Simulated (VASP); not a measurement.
# MgO (Cmcm) in VASP: notebook, part 2 of 2

VASP 6.6.1.

## (3) Single point, PBEsol (mode 4 (275.8 1/cm) frozen in, largest displacement +0.113 Å)

INCAR reads:

```
SYSTEM = MgO
  PREC = Accurate
  ENCUT = 520
  EDIFF = 1E-7
  ISMEAR = 0
  SIGMA = 0.05
  LREAL = .False.
  LASPH = .True.
  NELM = 80
  ALGO = Normal
  ISIF = 2
  LWAVE = .False.
  LCHARG = .False.
  GGA = PS
  NBANDS = 16
```

KPOINTS reads:

```
regular mesh
0
Gamma
  8 8 6
  0 0 0
```

POSCAR reads:

```
MgO
1.0
    0.0000000000     -2.1351500000     -2.1351500000
    0.0000000000      2.1351500000     -2.1351500000
    4.2703000000      0.0000000000      0.0000000000
Mg O
2 2
Direct
    0.4736552467      0.5263447533      0.5000000000
    0.0263447533     -0.0263447533      0.0000000000
    0.5119137226      0.4880862774      0.0000000000
   -0.0119137226      0.0119137226      0.5000000000
```

Potentials or basis: VASP PAW PBE potentials, release 64 (Mg, O).

Command:

```sh
> cat potpaw_PBE.64/Mg/POTCAR potpaw_PBE.64/O/POTCAR > POTCAR
> mpirun -np 1 vasp_std > vasp.out
```

OUTCAR:

```text
SYSTEM = MgO
   PREC = Accurate
   ENCUT = 520
   EDIFF = 1E-7
   ISMEAR = 0
   LREAL = .False.
   LASPH = .True.
   NELM = 80
   ISIF = 2
   GGA = PS

 ion  position               nearest neighbor table
   1  0.474  0.526  0.500-   4 2.07   4 2.14   4 2.14   3 2.14   3 2.14   4 2.20   2 2.86   2 2.86
                             2 3.03   2 3.03   2 3.03   2 3.03   2 3.18   2 3.18
   2  0.026  0.974  0.000-   3 2.07   3 2.14   3 2.14   4 2.14   4 2.14   3 2.20   1 2.86   1 2.86
                             1 3.03   1 3.03   1 3.03   1 3.03   1 3.18   1 3.18
   3  0.512  0.488  0.000-   2 2.07   2 2.14   2 2.14   1 2.14   1 2.14   2 2.20
   4  0.988  0.012  0.500-   1 2.07   1 2.14   1 2.14   2 2.14   2 2.14   1 2.20

  LATTYP: Found a simple tetragonal cell.
 ALAT       =     3.0195580877
 C/A-ratio  =     1.4142135624

  Lattice vectors:

 A1 = (   0.0000000000,  -2.1351500000,  -2.1351500000)
 A2 = (   0.0000000000,   2.1351500000,  -2.1351500000)
 A3 = (   4.2703000000,   0.0000000000,   0.0000000000)

Analysis of symmetry for initial positions (statically):
=====================================================================
 Subroutine PRICEL returns:
 Original cell was already a primitive cell.

 Routine SETGRP: Setting up the symmetry group for a
[... 182 lines left out ...]
 k-point     1 :       0.0000    0.0000    0.0000
  band No.  band energies     occupation
      1     -14.2275      2.00000
      2     -12.7625      2.00000
      3      -1.2023      2.00000
      4       1.4612      2.00000
      5       1.4630      2.00000
      6       2.7554      2.00000
[... 433 lines left out ...]
      3      -0.8504      2.00000
      4       0.4971      2.00000
      5       0.5641      2.00000
      6       1.7239      2.00000
[... 8 lines left out ...]
     15      19.0499      0.00000
     16      20.0605      0.00000

 [... further k-points ...]

------------------------ aborting loop because EDIFF is reached ----------------------------------------

  FORCE on cell =-STRESS in cart. coord.  units (eV):
  Direction    XX          YY          ZZ          XY          YZ          ZX
  --------------------------------------------------------------------------------------
  -------------------------------------------------------------------------------------
  Total       -1.3261273     -1.2838057     -1.6683462      0.0000000      0.0000000      0.0000000
  in kB      -54.5695837    -52.8280662    -68.6517461      0.0000000      0.0000000      0.0000000
  external PRESSURE =     -58.6831320 kB  Pullay stress =       0.0000000 kB

 VOLUME and BASIS-vectors are now :
 -----------------------------------------------------------------------------
  energy-cutoff  :      520.00
  volume of cell :       38.94
      direct lattice vectors                 reciprocal lattice vectors
     0.000000000 -2.135150000 -2.135150000     0.000000000 -0.234175585 -0.234175585
     0.000000000  2.135150000 -2.135150000     0.000000000  0.234175585 -0.234175585
     4.270300000  0.000000000  0.000000000     0.234175585  0.000000000  0.000000000

 POSITION                                       TOTAL-FORCE (eV/Angst)
 -----------------------------------------------------------------------------------
      2.13515      0.11250     -2.13515         0.000000     -0.784093      0.000000
      0.00000      2.02265     -2.13515         0.000000      0.784093      0.000000
      0.00000     -0.05088     -2.13515         0.000000      0.222854      0.000000
      2.13515     -2.08427     -2.13515         0.000000     -0.222854      0.000000
 -----------------------------------------------------------------------------------
    total drift:                                0.000000     -0.000000      0.000000

  FREE ENERGIE OF THE ION-ELECTRON SYSTEM (eV)
  ---------------------------------------------------
  free  energy   TOTEN  =       -24.8946583925 eV

  energy  without entropy=      -24.8946583925  energy(sigma->0) =      -24.89465839
```

stdout:

```text
POSCAR found type information on POSCAR MgO
 POSCAR found :  2 types and       4 ions
 scaLAPACK will be used
 -----------------------------------------------------------------------------
|                                                                             |
|                                                                             |
|     You enforced a specific xc type in the INCAR file but a different       |
|     I HOPE YOU KNOW WHAT YOU ARE DOING!                                     |
|                                                                             |
 -----------------------------------------------------------------------------

 LDA part: xc-table for (Slater+PW92), standard interpolation
 POSCAR, INCAR and KPOINTS ok, starting setup
 FFT: planning ... GRIDC
 FFT: planning ... GRID_SOFT
 FFT: planning ... GRID
 WAVECAR not read
 entering main loop
```

Wall time 65 s (1 thread of AMD EPYC 7R13, shared host); peak memory 0.15 GiB.

Results:

- Free energy: -24.8947 eV
- Pressure: -5.9 GPa
- Largest force: 0.784 eV/Å
- Band gap on the k mesh: 4.21 eV, direct

Forces in eV/Å, atoms in the order of the input:
```
Mg   0.000 -0.784  0.000
Mg   0.000  0.784  0.000
O    0.000  0.223  0.000
O    0.000 -0.223  0.000
```

Stress tensor (GPa, compression positive):
```
-5.46  0.00  0.00
 0.00 -5.28  0.00
 0.00  0.00 -6.87
```

Caveat: the cell differs from its parent crystal (mode 4 (275.8 1/cm) frozen in, largest displacement +0.113 Å); the PAW data sets were made with another functional, which shifts forces and pressure a little.
